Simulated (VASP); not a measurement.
Write the native input for VASP 6.6.1 that does the following.

```yaml
Task: relaxation of shape and atoms at fixed volume
Functional: PBEsol
Potentials_or_basis: VASP PAW PBE potentials, release 64 (Pt, S)
Cutoff: 600 eV
k_mesh: 12 × 12 × 8
Occupations: gaussian, width 0.02 eV
Spin: no spin polarisation
Dipole_correction: no
Further_INCAR_settings: ALGO = Normal; EDIFF = 1e-06; IBRION = 2; EDIFFG = -0.01; NSW = 50; ISIF = 4
```

The structure of PtS2 lies in POSCAR:

```
PtS2
1.0
    3.6069212466      0.0000000000      0.0000000000
   -1.8034606233      3.1236854290      0.0000000000
    0.0000000000      0.0000000000      4.8144331518
Pt S
1 2
Direct
    0.0000000000      0.0000000000      0.0000000000
    0.3333333333      0.6666666667      0.2510159186
    0.6666666667      0.3333333333      0.7489840814
```

These files were run (other wordings do the same):

INCAR

```
PREC = Accurate ; ENCUT = 600
EDIFF = 1E-6 ; ISMEAR = 0
SIGMA = 0.02 ; LREAL = False
LASPH = True ; NELM = 100
ALGO = Normal ; ISIF = 4
LWAVE = False ; LCHARG = False
GGA = PS ; IBRION = 2
NSW = 50 ; EDIFFG = -0.01
```

KPOINTS

```
regular mesh
0
Gamma
  12 12 8
```

Potentials or basis: VASP PAW PBE potentials, release 64 (Pt, S).

The run is started by

```bash
$ cat potpaw_PBE.64/Pt/POTCAR potpaw_PBE.64/S/POTCAR > POTCAR
$ mpirun -np 1 vasp_std > vasp.out
```

It gave:

* Energy gained by relaxing: 7.3 meV/atom
* Ionic steps: 6
* Pressure after relaxing: -0.3 GPa
* Band gap on the k mesh: 0.52 eV (least direct gap 0.73 eV)

Caveat: the PAW data sets were made with another functional, which shifts forces and pressure a little; spin-orbit coupling is left out, which moves the levels of the heavy elements.

It took 4.9 min on 1 thread of Oxide Virtual Turin-like Processor, with other jobs on the host, peak memory 0.25 GiB.
